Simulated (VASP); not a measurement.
Write the native input for VASP 6.6.1 that does the following.

* Task: G0W0 quasiparticle levels
* Functional: r2SCAN
* Potentials or basis: VASP PAW PBE potentials, release 64 (Ga_d_GW, N_GW)
* Cutoff: 500 eV
* k mesh: 4 × 4 × 4
* Occupations: gaussian, width 0.01 eV
* Spin: no spin polarisation
* Dipole correction: no
* GW scheme: G0W0
* GW iterations: 1
* Cutoff of the response function: 113.3
* Frequency points: 48
* Empty bands: 108
* Further INCAR settings: ALGO = EVGW0; EDIFF = 1e-08; NBANDS = 117

The system is GaN.

```xyz
2
Lattice="0.0000 2.2675 2.2675 2.2675 0.0000 2.2675 2.2675 2.2675 0.0000" Properties=species:S:1:pos:R:3 pbc="T T T"
Ga    0.0000    0.0000    0.0000
N     1.1338    1.1338    1.1338
```

The input as run:

POSCAR

```
GaN
1.0
    0.0000000000      2.2675000000      2.2675000000
    2.2675000000      0.0000000000      2.2675000000
    2.2675000000      2.2675000000      0.0000000000
Ga N
1 1
Direct
    0.0000000000      0.0000000000      0.0000000000
    0.2500000000      0.2500000000      0.2500000000
```

INCAR.step1

```
PREC     = Accurate       # precision mode
ENCUT    = 500            # plane-wave cutoff, eV
EDIFF    = 1E-8           # SCF threshold, eV
ISMEAR   = 0              # smearing method
SIGMA    = 0.01           # smearing width, eV
LREAL    = F              # projectors in reciprocal space
LASPH    = T              # aspherical terms in the spheres
NELM     = 100            # most SCF steps
ALGO     = Normal         # electronic algorithm
LWAVE    = T              # write WAVECAR
LCHARG   = F              # write CHGCAR
METAGGA  = R2SCAN         # meta-GGA
LMIXTAU  = T
```

INCAR.step2

```
PREC     = Accurate       # precision mode
ENCUT    = 500            # plane-wave cutoff, eV
EDIFF    = 1E-8           # SCF threshold, eV
ISMEAR   = 0              # smearing method
SIGMA    = 0.01           # smearing width, eV
LREAL    = F              # projectors in reciprocal space
LASPH    = T              # aspherical terms in the spheres
NELM     = 1              # most SCF steps
ALGO     = Exact          # electronic algorithm
LWAVE    = T              # write WAVECAR
LCHARG   = F              # write CHGCAR
METAGGA  = R2SCAN         # meta-GGA
LMIXTAU  = T            
NBANDS   = 117            # bands
LOPTICS  = T              # frequency-dependent dielectric function
ISTART   = 1
```

INCAR.step3

```
PREC     = Accurate       # precision mode
ENCUT    = 500            # plane-wave cutoff, eV
EDIFF    = 1E-8           # SCF threshold, eV
ISMEAR   = 0              # smearing method
SIGMA    = 0.01           # smearing width, eV
LREAL    = F              # projectors in reciprocal space
LASPH    = T              # aspherical terms in the spheres
ALGO     = EVGW0          # electronic algorithm
LWAVE    = F              # write WAVECAR
LCHARG   = F              # write CHGCAR
METAGGA  = R2SCAN         # meta-GGA
LMIXTAU  = T            
NELMGW   = 1            
NBANDS   = 117            # bands
ENCUTGW  = 113.3          # cutoff of the response function
NOMEGA   = 48             # frequency points
PRECFOCK = Fast         
ISTART   = 1            
NBANDSGW = 17
```

KPOINTS

```
regular mesh
0
Gamma
  4 4 4
```

Potentials or basis: VASP PAW PBE potentials, release 64 (Ga_d_GW, N_GW).

Launch:

```sh
$ cat potpaw_PBE.64/Ga_d_GW/POTCAR potpaw_PBE.64/N_GW/POTCAR > POTCAR
$ cp INCAR.step1 INCAR
$ mpirun -np 1 vasp_std > vasp.out
$ cp INCAR.step2 INCAR
$ mpirun -np 1 vasp_std > vasp.out
$ cp INCAR.step3 INCAR
$ mpirun -np 1 vasp_std > vasp.out
```

It gave:

```json
{
 "Band gap on the k mesh, mean-field level": "1.98 eV, direct",
 "Quasiparticle gap": "2.81 eV",
 "Least direct quasiparticle gap": "2.81 eV"
}
```

Caveat: the k points lie up to 0.60 Å⁻¹ apart; bands, screening cutoff and mesh are small and nothing is extrapolated, so the quasiparticle values aren't converged.

Run time: 2.9 min on 1 thread of Intel Xeon 8259CL, with other jobs on the host, peak memory 0.22 GiB.
